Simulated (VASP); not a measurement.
# InSe (C2/m) in VASP: single point with r2SCAN

Aim: the single point of InSe with r2SCAN.

Program: VASP 6.6.1. These are calculated values, not measurements. Logs are shortened: lines on timing, memory, paths and dates and some standing lists are left out, and cuts for length are marked.

## (1) The cell of the first run

Symmetry: C2/m, No. 12, monoclinic system. The conventional cell has a = 11.759 Å, b = 4.110 Å, c = 4.698 Å, α = 90.00°, β = 110.33°, γ = 90.00°. Within 3.5 Å of In (site symmetry m) lie 3 Se at 2.68 to 2.69 Å and 1 In at 2.79 Å. Se (site symmetry m) has 3 In at 2.68 to 2.69 Å and 1 Se at 3.47 Å within 3.5 Å.

## (2) Single point, r2SCAN

Contents of POSCAR:

```
InSe
1.0
    5.8791298252     -2.0549041859      0.0681377044
    5.8791298252      2.0549041859      0.0681377044
   -1.6833233377      0.0000000000      4.3858890713
In Se
2 2
Direct
    0.1131987520      0.1131987520      0.9651310456
    0.8868012480      0.8868012480      0.0348689544
    0.3425800513      0.3425800513      0.3509438167
    0.6574199487      0.6574199487      0.6490561833
```

Contents of INCAR.step1:

```
SYSTEM = InSe
  PREC = Accurate
  ENCUT = 520
  ISMEAR = 0
  SIGMA = 0.01
  LREAL = .False.
  LASPH = .True.
  NELM = 100
  NBANDS = 27
  GGA = PE
  ALGO = Normal
  EDIFF = 1E-4
  LWAVE = .True.
  LCHARG = .False.
```

Contents of INCAR.step2:

```
SYSTEM = InSe
  PREC = Accurate
  ENCUT = 520
  EDIFF = 1E-7
  ISMEAR = 0
  SIGMA = 0.01
  LREAL = .False.
  LASPH = .True.
  NELM = 100
  ALGO = Normal
  ISIF = 2
  LWAVE = .False.
  LCHARG = .True.
  METAGGA = R2SCAN
  LMIXTAU = .True.
  LELF = .True.
  LVHAR = .True.
  NBANDS = 27
  ISTART = 1
```

Contents of KPOINTS:

```
Automatic mesh
0
Gamma
  4 4 4
  0 0 0
```

Potentials or basis: VASP PAW PBE potentials, release 64 (In_d, Se).

Started as:

```console
$ cat potpaw_PBE.64/In_d/POTCAR potpaw_PBE.64/Se/POTCAR > POTCAR
$ cp INCAR.step1 INCAR
$ mpirun -np 1 vasp_std > vasp.out
$ cp INCAR.step2 INCAR
$ mpirun -np 1 vasp_std > vasp.out
```

OUTCAR:

```text
SYSTEM = InSe
   PREC = Accurate
   ENCUT = 520
   EDIFF = 1E-7
   ISMEAR = 0
   LREAL = .False.
   LASPH = .True.
   NELM = 100
   ISIF = 2
   METAGGA = R2SCAN
   ISTART = 1

 ion  position               nearest neighbor table
   1  0.113  0.113  0.965-   3 2.68   4 2.69   4 2.69   2 2.79   2 3.73   2 3.73
   2  0.887  0.887  0.035-   4 2.68   3 2.69   3 2.69   1 2.79   1 3.73   1 3.73
   3  0.343  0.343  0.351-   1 2.68   2 2.69   2 2.69
   4  0.657  0.657  0.649-   2 2.68   1 2.69   1 2.69

  LATTYP: Found a base centered monoclinic cell.
 ALAT       =    11.7590493235
 B/A-ratio  =     0.3495017547
 C/A-ratio  =     0.3995075792
 COS(beta)  =    -0.3474758643

  Lattice vectors:

 A1 = (   5.8791298252,  -2.0549041859,   0.0681377044)
 A2 = (   5.8791298252,   2.0549041859,   0.0681377044)
 A3 = (  -1.6833233377,   0.0000000000,   4.3858890713)

Analysis of symmetry for initial positions (statically):
=====================================================================
 Subroutine PRICEL returns:
 Original cell was already a primitive cell.

 Routine SETGRP: Setting up the symmetry group for a
 base centered monoclinic supercell.

 Subroutine GETGRP returns: Found  4 space group operations
 (whereof  4 operations were pure point group operations)
 out of a pool of  4 trial point group operations.

The static configuration has the point symmetry C_2h.

Analysis of symmetry for dynamics (positions and initial velocities):
=====================================================================
 Subroutine PRICEL returns:
 Original cell was already a primitive cell.

 Routine SETGRP: Setting up the symmetry group for a
 base centered monoclinic supercell.

 Subroutine GETGRP returns: Found  4 space group operations
 (whereof  4 operations were pure point group operations)
 out of a pool of  4 trial point group operations.

The dynamic configuration has the point symmetry C_2h.

 Subroutine INISYM returns: Found  4 space group operations
 (whereof  4 operations are pure point group operations),
 and found     1 'primitive' translations

----------------------------------------------------------------------------------------

                                     Primitive cell

  volume of cell :     106.4437

  direct lattice vectors                    reciprocal lattice vectors
     5.879129825 -2.054904186  0.068137704     0.084669971 -0.243320347  0.032496704
[... 89 lines left out ...]
   EDIFF  = 0.1E-06   stopping-criterion for ELM
   LREAL  =      F    real-space projection
   EDIFFG = 0.1E-05   stopping-criterion for IOM
   NSW    =      0    number of steps for IOM
   IBRION =     -1    ionic relax: 0-MD 1-quasi-New 2-CG
   NFREE  =      0    steps in history (QN), initial steepest desc. (CG)
   ISIF   =      2    stress and relaxation
   ISYM   =      2    0-nonsym 1-usesym 2-fastsym
   POTIM  = 0.5000    time-step for ionic-motion
   TEBEG  =    0.0;   TEEND  =   0.0 temperature during run
   PSTRESS=    0.0 pullay stress
   NELECT =      38.0000    total number of electrons
   NUPDOWN=      -1.0000    fix difference up-down
   EMIN   =  10.00;   EMAX   =-10.00  energy-range for DOS
   EFERMI =   0.00;   METHOD = LEGACY
   ISMEAR =     0;   SIGMA  =   0.01  broadening in eV -4-tet -1-fermi 0-gaus
   EFERMI_NEDOS =   21; number of points for ismear=-14 and -15
   IALGO  =     38    algorithm
   IMIX   =      4    mixing-type and parameters
     AMIX     =   0.40;   BMIX     =  1.00
     AMIX_MAG =   1.60;   BMIX_MAG =  1.00
  volume/ion in A,a.u.               =      26.61       179.58
  Fermi-wavevector in a.u.,A,eV,Ry     =   1.161349  2.194631 18.350607  1.348732
  Thomas-Fermi vector in A             =   2.297922
   LORBIT       =      0    0 simple, 1 ext, 2 COOP (PROOUT), +10 PAW based schemes
   METAGGA = R2SCAN    functional components
   LHFCALC =     F    Hartree Fock is set to
   AEXX    =    0.0000 exact exchange contribution
   IVDW    =     0    specifies the selected vdW correction
   LEPSILON=     F    determine dielectric tensor
   LRPA    =     F    only Hartree local field effects (RPA)
 non-spin polarized calculation
 Gauss-broadening in eV      SIGMA  =   0.01
  energy-cutoff  :      520.00
  volume of cell :      106.44
 maximum number of plane-waves:      2894
 NGX is ok and might be reduce to    48
   NGX = 23   NGY = 23   NGZ = 17

 number of electron      38.0000004 magnetization

 Free energy of the ion-electron system (eV)
  ---------------------------------------------------
  ext. energy  EPLUGINS =         0.00000000
  ---------------------------------------------------
  free energy    TOTEN  =       -76.33327755 eV

  energy without entropy =      -76.33327755  energy(sigma->0) =      -76.33327755

 E-fermi :   4.3634     XC(G=0):  -9.9908

 val. band max:        4.2630547942   @ k =  -0.2500  -0.2500   0.2500
 cond. band min:       5.8244236495   @ k =   0.0000   0.0000   0.5000
 fundamental gap:      1.5613688553
 Fermi energy:         4.3634437231

 k-point     1 :       0.0000    0.0000    0.0000
  band No.  band energies     occupation
      1     -10.6561      2.00000
      2     -10.5314      2.00000
      3     -10.3198      2.00000
      4     -10.2941      2.00000
      5     -10.2573      2.00000
      6     -10.2510      2.00000
[... 709 lines left out ...]
     26      12.2504      0.00000
     27      12.9067      0.00000

------------------------ aborting loop because EDIFF is reached ----------------------------------------

  FORCE on cell =-STRESS in cart. coord.  units (eV):
  Direction    XX          YY          ZZ          XY          YZ          ZX
  --------------------------------------------------------------------------------------
  -------------------------------------------------------------------------------------
  Total        0.5442906      0.7815354      0.5766360      0.0000000      0.0000000     -0.0255571
  in kB        8.1925976     11.7635774      8.6794570      0.0000000      0.0000000     -0.3846819
  external PRESSURE =       9.5452107 kB  Pullay stress =       0.0000000 kB

 VOLUME and BASIS-vectors are now :
 -----------------------------------------------------------------------------
  energy-cutoff  :      520.00
  volume of cell :      106.44
      direct lattice vectors                 reciprocal lattice vectors
     5.879129825 -2.054904186  0.068137704     0.084669971 -0.243320347  0.032496704
     5.879129825  2.054904186  0.068137704     0.084669971  0.243320347  0.032496704
    -1.683323338  0.000000000  4.385889071    -0.002630809  0.000000000  0.226994227

 POSITION                                       TOTAL-FORCE (eV/Angst)
 -----------------------------------------------------------------------------------
     -0.29361      0.00000      4.24838         0.010031      0.000000      0.001351
     10.36854      0.00000      0.27378        -0.010031      0.000000     -0.001351
      3.43739      0.00000      1.58589         0.000029      0.000000     -0.005895
      6.63754      0.00000      2.93628        -0.000029      0.000000      0.005895
 -----------------------------------------------------------------------------------
    total drift:                                0.000000      0.000000      0.000000

  FREE ENERGIE OF THE ION-ELECTRON SYSTEM (eV)
  ---------------------------------------------------
  free  energy   TOTEN  =       -76.3332775519 eV

  energy  without entropy=      -76.3332775519  energy(sigma->0) =      -76.33327755
```

It took 7.8 min on 1 thread of Intel Xeon Platinum 8488C (Sapphire Rapids), shared host; peak memory 0.33 GiB.

Results:

```yaml
Free_energy: -76.3333 eV
Pressure: 1.0 GPa
Largest_force: 0.010 eV/Å
Band_gap_on_the_k_mesh: 1.56 eV, indirect (least direct gap 1.61 eV)
```

Forces in eV/Å, atoms in the order of the input:
```
In   0.010  0.000  0.001
In  -0.010  0.000 -0.001
Se   0.000  0.000 -0.006
Se   0.000  0.000  0.006
```

Stress tensor (GPa, compression positive):
```
 0.82  0.00 -0.04
 0.00  1.18  0.00
-0.04  0.00  0.87
```

Levels at points of the mesh, in eV from the valence-band top:
| k point | band 16 | band 17 | band 18 | band 19 | band 20 | band 21 | band 22 | band 23 |
| --- | --- | --- | --- | --- | --- | --- | --- | --- |
| (0.00, 0.00, 0.00) | -2.33 | -2.11 | -1.50 | -1.21 | 3.21 | 3.84 | 4.51 | 5.53 |
| (0.50, 0.00, 0.00) | -1.98 | -1.58 | -1.25 | -1.10 | 2.21 | 3.01 | 3.99 | 4.21 |
| (0.50, 0.50, 0.00) | -2.28 | -1.03 | -0.67 | -0.07 | 1.75 | 3.29 | 3.50 | 4.86 |
| (0.00, 0.00, 0.50) | -1.71 | -1.42 | -1.06 | -0.05 | 1.56 | 2.83 | 4.15 | 4.20 |
| (0.50, 0.00, 0.50) | -3.08 | -2.29 | -2.21 | -1.50 | 2.74 | 3.75 | 4.62 | 5.26 |
| (0.50, 0.50, 0.50) | -1.52 | -1.35 | -0.85 | -0.24 | 2.68 | 3.69 | 3.76 | 4.82 |

Caveat: the PAW data sets were made with another functional, which shifts forces and pressure a little; spin-orbit coupling is left out, which moves the levels of the heavy elements.
